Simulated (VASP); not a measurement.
# SnO in VASP: a series of runs, part 2 of 2

VASP 6.6.1. The steps go on from the part before.

## 3. Single point, r2SCAN

This run uses another cell than the first one: it holds 4 atoms, not 8.

File POSCAR:

```
SnO
1.0
    3.8076188895      0.0000000000      0.0000000000
    0.0000000000      3.8076188895      0.0000000000
    0.0000000000      0.0000000000      4.9360103674
Sn O
2 2
Direct
    0.5000000000      0.0000000000      0.7324984297
    0.0000000000      0.5000000000      0.2675015703
    0.5000000000      0.5000000000      0.5000000000
    0.0000000000      0.0000000000      0.5000000000
```

File INCAR.step1:

```
SYSTEM = SnO
PREC = Accurate ; ENCUT = 520
ISMEAR = 0 ; SIGMA = 0.02
LREAL = .FALSE. ; LASPH = .TRUE.
NELM = 60 ; NBANDS = 28
GGA = PE ; ALGO = Normal
EDIFF = 1E-4 ; LWAVE = .TRUE.
LCHARG = .FALSE.
```

File INCAR.step2:

```
SYSTEM = SnO
PREC = Accurate ; ENCUT = 520
EDIFF = 1E-7 ; ISMEAR = 0
SIGMA = 0.02 ; LREAL = .FALSE.
LASPH = .TRUE. ; NELM = 60
ALGO = Normal ; ISIF = 2
LWAVE = .FALSE. ; LCHARG = .TRUE.
METAGGA = R2SCAN ; LMIXTAU = .TRUE.
LELF = .TRUE. ; LVHAR = .TRUE.
NBANDS = 28 ; ISTART = 1
```

File KPOINTS:

```
Automatic mesh
0
G
  10 10 8
  0 0 0
```

Potentials or basis: VASP PAW PBE potentials, release 64 (Sn_d, O).

Command:

```
$ cat potpaw_PBE.64/Sn_d/POTCAR potpaw_PBE.64/O/POTCAR > POTCAR
$ cp INCAR.step1 INCAR
$ mpirun -np 1 vasp_std > vasp.out
$ cp INCAR.step2 INCAR
$ mpirun -np 1 vasp_std > vasp.out
```

OUTCAR:

```text
SYSTEM = SnO
   PREC = Accurate
   ENCUT = 520
   EDIFF = 1E-7
   ISMEAR = 0
   LREAL = .FALSE.
   LASPH = .TRUE.
   NELM = 60
   ISIF = 2
   METAGGA = R2SCAN
   ISTART = 1

 ion  position               nearest neighbor table
   1  0.500  0.000  0.732-   3 2.22   4 2.22   3 2.22   4 2.22   2 3.54   2 3.54   2 3.54   2 3.54

   2  0.000  0.500  0.268-   3 2.22   4 2.22   4 2.22   3 2.22   1 3.54   1 3.54   1 3.54   1 3.54

   3  0.500  0.500  0.500-   1 2.22   2 2.22   1 2.22   2 2.22
   4  0.000  0.000  0.500-   1 2.22   2 2.22   2 2.22   1 2.22

  LATTYP: Found a simple tetragonal cell.
 ALAT       =     3.8076188895
 C/A-ratio  =     1.2963509507

  Lattice vectors:

 A1 = (   3.8076188895,   0.0000000000,   0.0000000000)
 A2 = (   0.0000000000,   3.8076188895,   0.0000000000)
 A3 = (   0.0000000000,   0.0000000000,   4.9360103674)

Analysis of symmetry for initial positions (statically):
=====================================================================
 Subroutine PRICEL returns:
 Original cell was already a primitive cell.

[... 169 lines left out ...]
  ext. energy  EPLUGINS =         0.00000000
  ---------------------------------------------------
  free energy    TOTEN  =       -66.90382031 eV

  energy without entropy =      -66.90382031  energy(sigma->0) =      -66.90382031

 E-fermi :   7.0072     XC(G=0): -10.7971

 val. band max:        6.9061171160   @ k =   0.0000   0.0000   0.0000
 cond. band min:       7.2716822862   @ k =   0.5000   0.5000   0.0000
 fundamental gap:      0.3655651701
 Fermi energy:         7.0071983177

 k-point     1 :       0.0000    0.0000    0.0000
  band No.  band energies     occupation
      1     -16.0244      2.00000
      2     -15.4630      2.00000
      3     -15.4464      2.00000
      4     -15.4464      2.00000
      5     -15.4002      2.00000
      6     -15.3768      2.00000
[... 733 lines left out ...]
     27      14.5898      0.00000
     28      17.1149      0.00000

 [... further k-points ...]
[... 5 lines left out ...]
  --------------------------------------------------------------------------------------
  -------------------------------------------------------------------------------------
  Total        0.2609287      0.2609287      0.2205642      0.0000000      0.0000000      0.0000000
  in kB        5.8418363      5.8418363      4.9381317      0.0000000      0.0000000      0.0000000
  external PRESSURE =       5.5406015 kB  Pullay stress =       0.0000000 kB

 VOLUME and BASIS-vectors are now :
 -----------------------------------------------------------------------------
  energy-cutoff  :      520.00
  volume of cell :       71.56
      direct lattice vectors                 reciprocal lattice vectors
     3.807618890  0.000000000  0.000000000     0.262631327  0.000000000  0.000000000
     0.000000000  3.807618890  0.000000000     0.000000000  0.262631327  0.000000000
     0.000000000  0.000000000  4.936010367     0.000000000  0.000000000  0.202592767

 POSITION                                       TOTAL-FORCE (eV/Angst)
 -----------------------------------------------------------------------------------
      1.90381      0.00000      3.61562        -0.000000      0.000000      0.134940
      0.00000      1.90381      1.32039        -0.000000      0.000000     -0.134940
      1.90381      1.90381      2.46801         0.000000      0.000000      0.000000
      0.00000      0.00000      2.46801         0.000000     -0.000000      0.000000
 -----------------------------------------------------------------------------------
    total drift:                                0.000000      0.000000      0.000000

  FREE ENERGIE OF THE ION-ELECTRON SYSTEM (eV)
  ---------------------------------------------------
  free  energy   TOTEN  =       -66.9038203120 eV

  energy  without entropy=      -66.9038203120  energy(sigma->0) =      -66.90382031
```

OSZICAR.step1:

```text
N       E                     dE             d eps       ncg     rms          rms(c)
DAV:   1     0.442966087852E+03    0.44297E+03   -0.20336E+04  6172   0.220E+03
DAV:   2     0.427106089667E+02   -0.40026E+03   -0.38444E+03  6100   0.551E+02
DAV:   3    -0.230994319334E+02   -0.65810E+02   -0.64674E+02  6728   0.188E+02
DAV:   4    -0.263183277648E+02   -0.32189E+01   -0.32034E+01  6732   0.447E+01
DAV:   5    -0.263976522346E+02   -0.79324E-01   -0.79316E-01  6268   0.756E+00    0.117E+01
DAV:   6    -0.226994754248E+02    0.36982E+01   -0.16785E+01  9484   0.446E+01    0.492E+00
DAV:   7    -0.226982338287E+02    0.12416E-02   -0.20167E+00  7044   0.858E+00    0.249E+00
DAV:   8    -0.226864354296E+02    0.11798E-01   -0.28683E-01  7960   0.371E+00    0.813E-01
DAV:   9    -0.226785966226E+02    0.78388E-02   -0.48505E-02  9180   0.231E+00    0.237E-01
DAV:  10    -0.226798820660E+02   -0.12854E-02   -0.69796E-03  7760   0.751E-01    0.132E-01
DAV:  11    -0.226796111903E+02    0.27088E-03   -0.17757E-03  8720   0.402E-01    0.235E-02
DAV:  12    -0.226796468693E+02   -0.35679E-04   -0.25689E-04  5868   0.905E-02
   1 F= -.22679647E+02 E0= -.22679647E+02  d E =-.453621E-17
```

It took 17 min on 1 thread of Intel Xeon 8259CL, shared host; peak memory 0.3 GiB.

Results:

```yaml
Free_energy: -66.9038 eV
Pressure: 0.6 GPa
Largest_force: 0.135 eV/Å
Band_gap_on_the_k_mesh: 0.37 eV (least direct gap 2.33 eV)
```

Forces on the atoms (eV/Å):
```
Sn   0.000  0.000  0.135
Sn   0.000  0.000 -0.135
O    0.000  0.000  0.000
O    0.000  0.000  0.000
```

Stress tensor (GPa, compression positive):
```
0.58 0.00 0.00
0.00 0.58 0.00
0.00 0.00 0.49
```

Levels at points of the mesh, in eV from the valence-band top:
| k point | band 18 | band 19 | band 20 | band 21 | band 22 | band 23 |
| --- | --- | --- | --- | --- | --- | --- |
| (0.00, 0.00, 0.00) | -3.56 | -3.56 | 0.00 | 2.34 | 4.38 | 5.02 |
| (0.50, 0.00, 0.00) | -5.25 | -2.87 | -2.87 | 3.37 | 3.37 | 6.22 |
| (0.50, 0.50, 0.00) | -2.89 | -2.07 | -2.07 | 0.37 | 0.37 | 4.75 |
| (0.00, 0.00, 0.50) | -3.58 | -3.23 | -2.51 | 1.98 | 3.30 | 3.30 |
| (0.50, 0.00, 0.50) | -5.22 | -1.97 | -1.97 | 2.71 | 2.71 | 5.81 |
| (0.50, 0.50, 0.50) | -2.89 | -2.77 | -2.77 | 2.57 | 2.57 | 4.21 |

Caveat: semilocal functionals underestimate gaps, and a narrow one can read as zero; the PAW data sets were made with another functional, which shifts forces and pressure a little; spin-orbit coupling is left out, which moves the levels of the heavy elements. A k mesh can miss the band edges.
